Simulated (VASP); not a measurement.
# ZnSe (I-4m2) in VASP: further runs, part 2 of 2

VASP 6.6.1. The steps go on from the part before.

**5. Single point, LDA (zz strain of +1 %)**

INCAR

```
PREC = Accurate
ENCUT = 520
EDIFF = 1E-6
ISMEAR = -1
SIGMA = 0.03
LREAL = False
LASPH = True
NELM = 60
ALGO = Normal
ISIF = 2
LWAVE = False
LCHARG = False
NBANDS = 16
```

KPOINTS

```
regular mesh
0
Gamma
  8 8 8
```

POSCAR

```
ZnSe
1.0
    0.0000000000      2.8338000000      2.8621380000
    2.8338000000      0.0000000000      2.8621380000
    2.8338000000      2.8338000000      0.0000000000
Zn Se
1 1
Direct
    0.0000000000      0.0000000000      0.0000000000
    0.7500000000      0.7500000000      0.7500000000
```

Potentials or basis: VASP PAW LDA potentials, release 64 (Zn, Se).

Run with:

```sh
cat potpaw_LDA.64/Zn/POTCAR potpaw_LDA.64/Se/POTCAR > POTCAR
mpirun -np 1 vasp_std > vasp.out
```

OUTCAR:

```text
PREC = Accurate
   ENCUT = 520
   EDIFF = 1E-6
   ISMEAR = -1
   LREAL = False
   LASPH = True
   NELM = 60
   ISIF = 2

 ion  position               nearest neighbor table
   1  0.000  0.000  0.000-   2 2.46   2 2.46   2 2.46   2 2.46
   2  0.750  0.750  0.750-   1 2.46   1 2.46   1 2.46   1 2.46

  LATTYP: Found a body centered tetragonal cell.
 ALAT       =     4.0075983931
 C/A-ratio  =     1.4283556980

  Lattice vectors:

 A1 = (  -2.8338000000,   0.0000000000,   2.8621380000)
 A2 = (   2.8338000000,   0.0000000000,   2.8621380000)
 A3 = (   0.0000000000,   2.8338000000,  -2.8621380000)

Analysis of symmetry for initial positions (statically):
=====================================================================
 Subroutine PRICEL returns:
 Original cell was already a primitive cell.

 Routine SETGRP: Setting up the symmetry group for a
 body centered tetragonal supercell.

 Subroutine GETGRP returns: Found  8 space group operations
 (whereof  8 operations were pure point group operations)
 out of a pool of 16 trial point group operations.

The static configuration has the point symmetry D_2d.

Analysis of symmetry for dynamics (positions and initial velocities):
=====================================================================
 Subroutine PRICEL returns:
 Original cell was already a primitive cell.

 Routine SETGRP: Setting up the symmetry group for a
 body centered tetragonal supercell.

 Subroutine GETGRP returns: Found  8 space group operations
 (whereof  8 operations were pure point group operations)
 out of a pool of 16 trial point group operations.

The dynamic configuration has the point symmetry D_2d.

 Subroutine INISYM returns: Found  8 space group operations
 (whereof  8 operations are pure point group operations),
 and found     1 'primitive' translations

[... 109 lines left out ...]
   ISMEAR =    -1;   SIGMA  =   0.03  broadening in eV -4-tet -1-fermi 0-gaus
   EFERMI_NEDOS =   21; number of points for ismear=-14 and -15
   IALGO  =     38    algorithm
   IMIX   =      4    mixing-type and parameters
     AMIX     =   0.40;   BMIX     =  1.00
     AMIX_MAG =   1.60;   BMIX_MAG =  1.00
  volume/ion in A,a.u.               =      22.98       155.10
  Fermi-wavevector in a.u.,A,eV,Ry     =   1.197694  2.263314 19.517174  1.434472
  Thomas-Fermi vector in A             =   2.333603
   LORBIT       =      0    0 simple, 1 ext, 2 COOP (PROOUT), +10 PAW based schemes
   GGA     = CA    functional components
   LHFCALC =     F    Hartree Fock is set to
   AEXX    =    0.0000 exact exchange contribution
   IVDW    =     0    specifies the selected vdW correction
   LEPSILON=     F    determine dielectric tensor
   LRPA    =     F    only Hartree local field effects (RPA)
 non-spin polarized calculation
  energy-cutoff  :      520.00
  volume of cell :       45.97
 maximum number of plane-waves:      1263
 NGX is ok and might be reduce to    30
   NGX = 15   NGY = 15   NGZ = 15

 number of electron      18.0000014 magnetization

 Free energy of the ion-electron system (eV)
  ---------------------------------------------------
  ext. energy  EPLUGINS =         0.00000000
  ---------------------------------------------------
  free energy    TOTEN  =        -7.34048506 eV

  energy without entropy =       -7.34048506  energy(sigma->0) =       -7.34048506

 E-fermi :   1.9503     XC(G=0):  -9.6550

 val. band max:        1.4331108939   @ k =   0.0000   0.0000   0.0000
 cond. band min:       2.4487624301   @ k =   0.0000   0.0000   0.0000
 fundamental gap:      1.0156515362
 Fermi energy:         1.9502550319

 k-point     1 :       0.0000    0.0000    0.0000
  band No.  band energies     occupation
      1     -11.8057      2.00000
      2      -5.2230      2.00000
      3      -5.2188      2.00000
      4      -5.2188      2.00000
      5      -4.8708      2.00000
      6      -4.8690      2.00000
[... 433 lines left out ...]
      3      -5.1261      2.00000
      4      -5.0443      2.00000
      5      -4.8655      2.00000
      6      -4.8495      2.00000
[... 8 lines left out ...]
     15      12.9730      0.00000
     16      13.6535      0.00000

 [... further k-points ...]

------------------------ aborting loop because EDIFF is reached ----------------------------------------

  FORCE on cell =-STRESS in cart. coord.  units (eV):
  Direction    XX          YY          ZZ          XY          YZ          ZX
  --------------------------------------------------------------------------------------
  -------------------------------------------------------------------------------------
  Total       -1.0081886     -1.0081886     -1.1237252      0.0000000      0.0000000      0.0000000
  in kB      -35.1393228    -35.1393228    -39.1662263      0.0000000      0.0000000      0.0000000
  external PRESSURE =     -36.4816240 kB  Pullay stress =       0.0000000 kB

 VOLUME and BASIS-vectors are now :
 -----------------------------------------------------------------------------
  energy-cutoff  :      520.00
  volume of cell :       45.97
      direct lattice vectors                 reciprocal lattice vectors
     0.000000000  2.833800000  2.862138000    -0.176441527  0.176441527  0.174694581
     2.833800000  0.000000000  2.862138000     0.176441527 -0.176441527  0.174694581
     2.833800000  2.833800000  0.000000000     0.176441527  0.176441527 -0.174694581

 POSITION                                       TOTAL-FORCE (eV/Angst)
 -----------------------------------------------------------------------------------
      0.00000      0.00000      0.00000        -0.000000     -0.000000     -0.000000
      4.25070      4.25070      4.29321         0.000000      0.000000      0.000000
 -----------------------------------------------------------------------------------
    total drift:                                0.000000      0.000000      0.000002

  FREE ENERGIE OF THE ION-ELECTRON SYSTEM (eV)
  ---------------------------------------------------
  free  energy   TOTEN  =        -7.3404850572 eV

  energy  without entropy=       -7.3404850569  energy(sigma->0) =       -7.34048506
```

stdout:

```text
POSCAR found type information on POSCAR ZnSe
 POSCAR found :  2 types and       2 ions
 scaLAPACK will be used
 LDA part: xc-table for (Slater(with rela. corr.)+CA(PZ))
 , standard interpolation
 POSCAR, INCAR and KPOINTS ok, starting setup
 FFT: planning ... GRIDC
 FFT: planning ... GRID_SOFT
 FFT: planning ... GRID
 WAVECAR not read
 entering main loop
```

Run time: 16 s. Hardware: 1 thread of Intel Xeon 6975P-C (Granite Rapids), shared host; peak memory 0.17 GiB.

Results:

```yaml
Free_energy: -7.3405 eV
Pressure: -3.6 GPa
Band_gap_on_the_k_mesh: 1.02 eV, direct
```

Stress tensor (GPa, compression positive):
```
-3.51  0.00  0.00
 0.00 -3.51  0.00
 0.00  0.00 -3.92
```

Caveat: the cell differs from its parent crystal (zz strain of +1 %).

**6. Overview**

```csv
cell,gap on the mesh (eV),pressure (GPa)
"a = 4.028, b = 4.028, c = 4.048 Å, angles 59.8, 59.8, 60.3°, 2 atoms",0.96,-4.2
"a = 4.048, b = 4.048, c = 4.088 Å, angles 59.7, 59.7, 60.7°, 2 atoms",0.86,-5.2
"a = 4.068, b = 4.068, c = 4.128 Å, angles 59.5, 59.5, 61.0°, 2 atoms",0.77,-6.0
"a = 4.028, b = 4.028, c = 4.008 Å, angles 60.2, 60.2, 59.7°, 2 atoms",1.02,-3.6
```

Alike in all rows: task single point; level LDA; potentials or basis VASP PAW LDA potentials, release 64 (Zn, Se); no spin polarisation; k mesh 8 × 8 × 8; cutoff (eV) 520; smearing fermi-dirac 0.03 eV.

Total energies depend on the potentials used, so only differences within one code and one set of settings carry meaning.
